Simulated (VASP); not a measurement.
# Nb (I4/mmm) in VASP: further runs

Runs on Nb. Level: r2SCAN. Tasks: single point.

All numbers are computed with VASP 6.6.1; they aren't measurements. Logs are shortened: lines on timing, memory, paths and dates and some standing lists are left out, and cuts for length are marked.

**1. The cell of the first run**

Symmetry: I4/mmm, No. 139, tetragonal system. The conventional cell has a = 2.901 Å, b = 2.901 Å, c = 4.167 Å, α = 90.00°, β = 90.00°, γ = 90.00°. Within 3.8 Å of Nb (site symmetry 4/mmm) lie 12 Nb at 2.90 to 2.92 Å.

This isn't the form of Nb at room conditions, which is bcc.

**2. Single point, r2SCAN (strain -0.030 along x and y, -0.015 along z)**

Contents of POSCAR:

```
Nb
1.0
    0.0000000000      2.0515500000      2.0832750000
    2.0515500000      0.0000000000      2.0832750000
    2.0515500000      2.0515500000      0.0000000000
Nb
1
Direct
    0.0000000000      0.0000000000      0.0000000000
```

Contents of INCAR.step1:

```
PREC = Accurate
ENCUT = 520
ISMEAR = 0
SIGMA = 0.15
LREAL = F
LASPH = T
NELM = 80
NBANDS = 12
GGA = PE
ALGO = Normal
EDIFF = 1E-4
LWAVE = T
LCHARG = F
```

Contents of INCAR.step2:

```
PREC = Accurate
ENCUT = 520
EDIFF = 1E-6
ISMEAR = 0
SIGMA = 0.15
LREAL = F
LASPH = T
NELM = 80
ALGO = Normal
ISIF = 2
LWAVE = F
LCHARG = F
METAGGA = R2SCAN
LMIXTAU = T
NBANDS = 12
ISTART = 1
```

Contents of KPOINTS:

```
regular mesh
0
Gamma
  20 20 20
```

Potentials or basis: VASP PAW PBE potentials, release 64 (Nb_sv).

Started as:

```
$ cat potpaw_PBE.64/Nb_sv/POTCAR > POTCAR
$ cp INCAR.step1 INCAR
$ mpirun -np 1 vasp_std > vasp.out
$ cp INCAR.step2 INCAR
$ mpirun -np 1 vasp_std > vasp.out
```

OUTCAR:

```text
PREC = Accurate
   ENCUT = 520
   EDIFF = 1E-6
   ISMEAR = 0
   LREAL = F
   LASPH = T
   NELM = 80
   ISIF = 2
   METAGGA = R2SCAN
   ISTART = 1

 ion  position               nearest neighbor table
   1  0.000  0.000  0.000-

  LATTYP: Found a body centered tetragonal cell.
 ALAT       =     2.9013298339
 C/A-ratio  =     1.4360828443

  Lattice vectors:

 A1 = (  -2.0515500000,   0.0000000000,   2.0832750000)
 A2 = (   2.0515500000,   0.0000000000,   2.0832750000)
 A3 = (   0.0000000000,   2.0515500000,  -2.0832750000)

Analysis of symmetry for initial positions (statically):
=====================================================================
 Subroutine PRICEL returns:
 Original cell was already a primitive cell.

 Routine SETGRP: Setting up the symmetry group for a
 body centered tetragonal supercell.

 Subroutine GETGRP returns: Found 16 space group operations
 (whereof 16 operations were pure point group operations)
 out of a pool of 16 trial point group operations.

The static configuration has the point symmetry D_4h.

Analysis of symmetry for dynamics (positions and initial velocities):
=====================================================================
 Subroutine PRICEL returns:
 Original cell was already a primitive cell.

 Routine SETGRP: Setting up the symmetry group for a
 body centered tetragonal supercell.

 Subroutine GETGRP returns: Found 16 space group operations
 (whereof 16 operations were pure point group operations)
 out of a pool of 16 trial point group operations.

The dynamic configuration has the point symmetry D_4h.

 Subroutine INISYM returns: Found 16 space group operations
 (whereof 16 operations are pure point group operations),
 and found     1 'primitive' translations

----------------------------------------------------------------------------------------

                                     Primitive cell

  volume of cell :      17.5364

  direct lattice vectors                    reciprocal lattice vectors
     0.000000000  2.051550000  2.083275000    -0.243718164  0.243718164  0.240006720
     2.051550000  0.000000000  2.083275000     0.243718164 -0.243718164  0.240006720
     2.051550000  2.051550000  0.000000000     0.243718164  0.243718164 -0.240006720

  length of vectors
     2.923848855  2.923848855  2.901329834     0.420000373  0.420000373  0.420000373

  position of ions in fractional coordinates (direct lattice)
     0.000000000  0.000000000  0.000000000

  ion indices of the primitive-cell ions
   primitive index   ion index
                 1           1

----------------------------------------------------------------------------------------

 KPOINTS: regular mesh

Automatic generation of k-mesh.
 Grid dimensions read from file:
 generate k-points for:   20   20   20

 Generating k-lattice:

  Cartesian coordinates                     Fractional coordinates (reciprocal lattice)
    -0.012185908  0.012185908  0.012000336     0.050000000  0.000000000  0.000000000
     0.012185908 -0.012185908  0.012000336     0.000000000  0.050000000  0.000000000
     0.012185908  0.012185908 -0.012000336     0.000000000  0.000000000  0.050000000

  Length of vectors
     0.021000019  0.021000019  0.021000019

  Shift w.r.t. Gamma in fractional coordinates (k-lattice)
     0.000000000  0.000000000  0.000000000

 Subroutine IBZKPT returns following result:
 ===========================================

 Found    641 irreducible k-points:

 Following reciprocal coordinates:
            Coordinates               Weight
  0.000000  0.000000  0.000000      1.000000
  0.050000 -0.000000  0.000000      8.000000
  0.100000  0.000000  0.000000      8.000000
  0.150000 -0.000000  0.000000      8.000000
  0.200000  0.000000  0.000000      8.000000
  0.250000 -0.000000  0.000000      8.000000
[... 16 lines left out ...]
 -0.400000  0.050000  0.000000      8.000000
 -0.350000  0.050000  0.000000      8.000000
 [... further k-points ...]
   k-points           NKPTS =    641   k-points in BZ     NKDIM =    641   number of bands    NBANDS=     12
   number of dos      NEDOS =    301   number of ions     NIONS =      1
   total plane-waves  NPLWV =  13824
   dimension x,y,z NGX =    24 NGY =   24 NGZ =   24
   dimension x,y,z NGXF=    48 NGYF=   48 NGZF=   48
   ions per type =               1
   NGX,Y,Z   is equivalent  to a cutoff of  13.65, 13.65, 13.75 a.u.
   NGXF,Y,Z  is equivalent  to a cutoff of  27.29, 27.29, 27.50 a.u.
 SYSTEM =  unknown system
   PREC   = accura    normal or accurate (medium, high low for compatibility)
   ISTART =      1    job   : 0-new  1-cont  2-samecut
   ICHARG =      0    charge: 1-file 2-atom 10-const
   ISPIN  =      1    spin polarized calculation?
   LNONCOLLINEAR =      F non collinear calculations
   LSORBIT =      F    spin-orbit coupling
   LASPH  =      T    aspherical Exc in radial PAW
   ENCUT  =  520.0 eV  38.22 Ry    6.18 a.u.   5.44  5.44  5.39*2*pi/ulx,y,z
   NELM   =     80;   NELMIN=  2; NELMDL=  0     # of ELM steps
   EDIFF  = 0.1E-05   stopping-criterion for ELM
   LREAL  =      F    real-space projection
   EDIFFG = 0.1E-04   stopping-criterion for IOM
   NSW    =      0    number of steps for IOM
   IBRION =     -1    ionic relax: 0-MD 1-quasi-New 2-CG
   NFREE  =      0    steps in history (QN), initial steepest desc. (CG)
   ISIF   =      2    stress and relaxation
   ISYM   =      2    0-nonsym 1-usesym 2-fastsym
   POTIM  = 0.5000    time-step for ionic-motion
   TEBEG  =    0.0;   TEEND  =   0.0 temperature during run
   PSTRESS=    0.0 pullay stress
   NELECT =      13.0000    total number of electrons
   NUPDOWN=      -1.0000    fix difference up-down
   EMIN   =  10.00;   EMAX   =-10.00  energy-range for DOS
   EFERMI =   0.00;   METHOD = LEGACY
   ISMEAR =     0;   SIGMA  =   0.15  broadening in eV -4-tet -1-fermi 0-gaus
   EFERMI_NEDOS =   21; number of points for ismear=-14 and -15
   IALGO  =     38    algorithm
   IMIX   =      4    mixing-type and parameters
     AMIX     =   0.40;   BMIX     =  1.00
     AMIX_MAG =   1.60;   BMIX_MAG =  1.00
  volume/ion in A,a.u.               =      17.54       118.34
  Fermi-wavevector in a.u.,A,eV,Ry     =   1.481639  2.799891 29.868238  2.195254
  Thomas-Fermi vector in A             =   2.595524
   LORBIT       =      0    0 simple, 1 ext, 2 COOP (PROOUT), +10 PAW based schemes
   METAGGA = R2SCAN    functional components
   LHFCALC =     F    Hartree Fock is set to
   AEXX    =    0.0000 exact exchange contribution
   IVDW    =     0    specifies the selected vdW correction
   LEPSILON=     F    determine dielectric tensor
   LRPA    =     F    only Hartree local field effects (RPA)
 non-spin polarized calculation
 Gauss-broadening in eV      SIGMA  =   0.15
  energy-cutoff  :      520.00
  volume of cell :       17.54
 maximum number of plane-waves:       497
 NGX is ok and might be reduce to    24
   NGX = 11   NGY = 11   NGZ = 11

 number of electron      13.0000000 magnetization

 Free energy of the ion-electron system (eV)
  ---------------------------------------------------
  ext. energy  EPLUGINS =         0.00000000
  ---------------------------------------------------
  free energy    TOTEN  =       -24.48244208 eV

  energy without entropy =      -24.46794719  energy(sigma->0) =      -24.47519463

 E-fermi :  11.9480     XC(G=0): -13.7731

 val. band max:       11.9467276892   @ k =  -0.4500   0.4000   0.1500
 cond. band min:      11.9542029065   @ k =   0.3500  -0.0000   0.2000
 fundamental gap:      0.0074752172
 Fermi energy:        11.9479639017

 k-point     1 :       0.0000    0.0000    0.0000
  band No.  band energies     occupation
      1     -44.6175      2.00000
      2     -19.1080      2.00000
      3     -19.1022      2.00000
      4     -19.1022      2.00000
      5       5.1911      2.00000
      6      11.8814      1.46969
      7      12.1026      0.14495
      8      12.1026      0.14495
      9      14.9569      0.00000
     10      15.2524      0.00000
     11      24.2399      0.00000
     12      29.4310      0.00000

 k-point     2 :       0.0500   -0.0000    0.0000
  band No.  band energies     occupation
      1     -44.6109      2.00000
      2     -19.1458      2.00000
      3     -19.1113      2.00000
      4     -19.1067      2.00000
      5       5.2974      2.00000
      6      11.8664      1.55829
      7      12.0764      0.22588
      8      12.1522      0.05420
      9      14.9120      0.00000
     10      15.2008      0.00000
     11      24.4616      0.00000
     12      29.2255      0.00000

 k-point     3 :       0.1000    0.0000    0.0000
  band No.  band energies     occupation
      1     -44.5915      2.00000
      2     -19.2651      2.00000
      3     -19.1270      2.00000
      4     -19.1199      2.00000
      5       5.6048      2.00000
      6      11.6850      1.98684
      7      12.1525      0.05382
      8      12.2873      0.00138
      9      14.8052      0.00000
     10      15.0728      0.00000
     11      25.0724      0.00000
     12      28.3100      0.00000
[... 286 lines left out ...]
 k-point    23 :      -0.4000    0.0500    0.0000
  band No.  band energies     occupation
      1     -44.3541      2.00000
      2     -20.5669      2.00000
      3     -19.3438      2.00000
      4     -19.2679      2.00000
      5       7.7420      2.00000
      6      11.7338      1.95650
      7      12.1311      0.08424
      8      12.7489      0.00000
      9      16.5774      0.00000
     10      17.3440      0.00000
     11      23.6382      0.00000
     12      25.6542      0.00000

 k-point    24 :      -0.3500    0.0500    0.0000
  band No.  band energies     occupation
      1     -44.3817      2.00000
      2     -20.4253      2.00000
      3     -19.3273      2.00000
      4     -19.2447      2.00000
      5       7.7610      2.00000
      6      11.8980      1.36208
      7      12.0663      0.26443
      8      12.2672      0.00262
      9      15.9940      0.00000
     10      16.8655      0.00000
     11      23.8354      0.00000
     12      26.9508      0.00000

 [... further k-points ...]
[... 5 lines left out ...]
  --------------------------------------------------------------------------------------
  -------------------------------------------------------------------------------------
  Total        1.0829225      1.0829225      1.6834636      0.0000000      0.0000000      0.0000000
  in kB       98.9389135     98.9389135    153.8060838      0.0000000      0.0000000      0.0000000
  external PRESSURE =     117.2279703 kB  Pullay stress =       0.0000000 kB

 VOLUME and BASIS-vectors are now :
 -----------------------------------------------------------------------------
  energy-cutoff  :      520.00
  volume of cell :       17.54
      direct lattice vectors                 reciprocal lattice vectors
     0.000000000  2.051550000  2.083275000    -0.243718164  0.243718164  0.240006720
     2.051550000  0.000000000  2.083275000     0.243718164 -0.243718164  0.240006720
     2.051550000  2.051550000  0.000000000     0.243718164  0.243718164 -0.240006720

 POSITION                                       TOTAL-FORCE (eV/Angst)
 -----------------------------------------------------------------------------------
      0.00000      0.00000      0.00000        -0.000000      0.000000     -0.000000
 -----------------------------------------------------------------------------------
    total drift:                               -0.000000      0.000000      0.000000

  FREE ENERGIE OF THE ION-ELECTRON SYSTEM (eV)
  ---------------------------------------------------
  free  energy   TOTEN  =       -24.4824420759 eV

  energy  without entropy=      -24.4679471873  energy(sigma->0) =      -24.47519463
```

It took 4.9 min on 1 thread of Intel Xeon Platinum 8259CL at 2.50GHz (Skylake/Cascade Lake), shared host; peak memory 0.25 GiB.

What came out:

- Free energy: -24.4824 eV
- Pressure: 11.7 GPa
- Band gap on the k mesh: zero (an odd number of electrons rules out a gap without spin polarisation)

Stress tensor (GPa, compression positive):
```
 9.89  0.00  0.00
 0.00  9.89  0.00
 0.00  0.00 15.38
```

Caveat: the cell differs from its parent crystal (strain -0.030 along x and y, -0.015 along z); the cell stands under pressure; the PAW data sets were made with another functional, which shifts forces and pressure a little.

**3. Single point, r2SCAN (strain -0.015 along x and y, -0.030 along z)**

Contents of POSCAR:

```
Nb
1.0
    0.0000000000      2.0832750000      2.0515500000
    2.0832750000      0.0000000000      2.0515500000
    2.0832750000      2.0832750000      0.0000000000
Nb
1
Direct
    0.0000000000      0.0000000000      0.0000000000
```

Contents of INCAR.step1:

```
SYSTEM = Nb
PREC = Accurate ; ENCUT = 520
ISMEAR = 0 ; SIGMA = 0.15
LREAL = .FALSE. ; LASPH = .TRUE.
NELM = 100 ; NBANDS = 12
GGA = PE ; ALGO = Normal
EDIFF = 1E-4 ; LWAVE = .TRUE.
LCHARG = .FALSE.
```

Contents of INCAR.step2:

```
SYSTEM = Nb
PREC = Accurate ; ENCUT = 520
EDIFF = 1E-7 ; ISMEAR = 0
SIGMA = 0.15 ; LREAL = .FALSE.
LASPH = .TRUE. ; NELM = 100
ALGO = Normal ; ISIF = 2
LWAVE = .FALSE. ; LCHARG = .TRUE.
METAGGA = R2SCAN ; LMIXTAU = .TRUE.
LELF = .TRUE. ; LVHAR = .TRUE.
NBANDS = 12 ; ISTART = 1
```

Contents of KPOINTS:

```
regular mesh
0
G
  20 20 20
  0 0 0
```

Potentials or basis: VASP PAW PBE potentials, release 64 (Nb_sv).

Started as:

```
$ cat potpaw_PBE.64/Nb_sv/POTCAR > POTCAR
$ cp INCAR.step1 INCAR
$ mpirun -np 1 vasp_std > vasp.out
$ cp INCAR.step2 INCAR
$ mpirun -np 1 vasp_std > vasp.out
```

OUTCAR:

```text
SYSTEM = Nb
   PREC = Accurate
   ENCUT = 520
   EDIFF = 1E-7
   ISMEAR = 0
   LREAL = .FALSE.
   LASPH = .TRUE.
   NELM = 100
   ISIF = 2
   METAGGA = R2SCAN
   ISTART = 1

 ion  position               nearest neighbor table
   1  0.000  0.000  0.000-

  LATTYP: Found a body centered tetragonal cell.
 ALAT       =     2.9461957592
 C/A-ratio  =     1.3926773152

  Lattice vectors:

 A1 = (   0.0000000000,  -2.0832750000,  -2.0515500000)
 A2 = (   0.0000000000,   2.0832750000,  -2.0515500000)
 A3 = (   2.0832750000,   0.0000000000,   2.0515500000)

[... 532 lines left out ...]
      6      11.7318      0.92268
      7      11.8300      0.30637
      8      11.9685      0.01989
      9      15.7185      0.00000
     10      16.5080      0.00000
     11      23.5961      0.00000
     12      26.4931      0.00000

 [... further k-points ...]
[... 5 lines left out ...]
  --------------------------------------------------------------------------------------
  -------------------------------------------------------------------------------------
  Total        1.1512204      1.1512204      0.5495107      0.0000000      0.0000000     -0.0000000
  in kB      103.5771051    103.5771051     49.4403395      0.0000000      0.0000000     -0.0000000
  external PRESSURE =      85.5315165 kB  Pullay stress =       0.0000000 kB

 VOLUME and BASIS-vectors are now :
 -----------------------------------------------------------------------------
  energy-cutoff  :      520.00
  volume of cell :       17.81
      direct lattice vectors                 reciprocal lattice vectors
     0.000000000  2.083275000  2.051550000    -0.240006720  0.240006720  0.243718164
     2.083275000  0.000000000  2.051550000     0.240006720 -0.240006720  0.243718164
     2.083275000  2.083275000  0.000000000     0.240006720  0.240006720 -0.243718164

 POSITION                                       TOTAL-FORCE (eV/Angst)
 -----------------------------------------------------------------------------------
      0.00000      0.00000      0.00000         0.000000     -0.000000      0.000000
 -----------------------------------------------------------------------------------
    total drift:                                0.000000      0.000000     -0.000000

  FREE ENERGIE OF THE ION-ELECTRON SYSTEM (eV)
  ---------------------------------------------------
  free  energy   TOTEN  =       -24.4997493230 eV

  energy  without entropy=      -24.4852096492  energy(sigma->0) =      -24.49247949
```

OSZICAR.step1:

```text
N       E                     dE             d eps       ncg     rms          rms(c)
DAV:   1     0.118481300048E+03    0.11848E+03   -0.72919E+03 15432   0.108E+03
DAV:   2    -0.543003049567E+01   -0.12391E+03   -0.11945E+03 16552   0.392E+02
DAV:   3    -0.999225105979E+01   -0.45622E+01   -0.43719E+01 22404   0.659E+01
DAV:   4    -0.102795464827E+02   -0.28730E+00   -0.28526E+00 21608   0.148E+01
DAV:   5    -0.102910970511E+02   -0.11551E-01   -0.11544E-01 22752   0.244E+00    0.711E+00
DAV:   6    -0.991777592422E+01    0.37332E+00   -0.59263E-01 24564   0.978E+00    0.256E+00
DAV:   7    -0.987378764399E+01    0.43988E-01   -0.19250E-01 25344   0.555E+00    0.999E-01
DAV:   8    -0.987920951853E+01   -0.54219E-02   -0.13513E-02 18564   0.155E+00    0.359E-02
DAV:   9    -0.987926419710E+01   -0.54679E-04   -0.94828E-04 25456   0.295E-01
   1 F= -.98792642E+01 E0= -.98711412E+01  d E =-.162460E-01
```

Run time: 7.1 min. Hardware: 1 thread of Intel Xeon Platinum 8259CL at 2.50GHz (Skylake/Cascade Lake), shared host; peak memory 0.26 GiB.

What came out:

| Quantity | Value |
| --- | --- |
| Free energy | -24.4997 eV |
| Pressure | 8.6 GPa |
| Band gap on the k mesh | zero (an odd number of electrons rules out a gap without spin polarisation) |

Stress tensor (GPa, compression positive):
```
10.36  0.00  0.00
 0.00 10.36  0.00
 0.00  0.00  4.94
```

Levels at points of the mesh, in eV from the Fermi level:
```csv
k point,band 2,band 3,band 4,band 5,band 6,band 7,band 8,band 9,band 10,band 11
"(0.00, 0.00, 0.00)",-31.10,-31.10,-31.10,-6.73,0.02,0.02,0.24,2.97,3.25,12.28
"(0.50, 0.00, 0.00)",-32.60,-31.31,-31.27,-4.27,-0.19,0.05,1.47,5.17,5.27,11.79
"(0.50, 0.50, 0.00)",-32.49,-31.65,-31.65,-4.56,-3.83,4.18,5.25,5.79,5.79,12.15
"(0.50, 0.00, 0.50)",-32.49,-31.63,-31.59,-4.56,-3.80,3.88,5.28,5.70,5.88,12.25
```

Caveat: the cell differs from its parent crystal (strain -0.015 along x and y, -0.030 along z); the cell stands under pressure; the PAW data sets were made with another functional, which shifts forces and pressure a little.

[end of part 1 of 2]
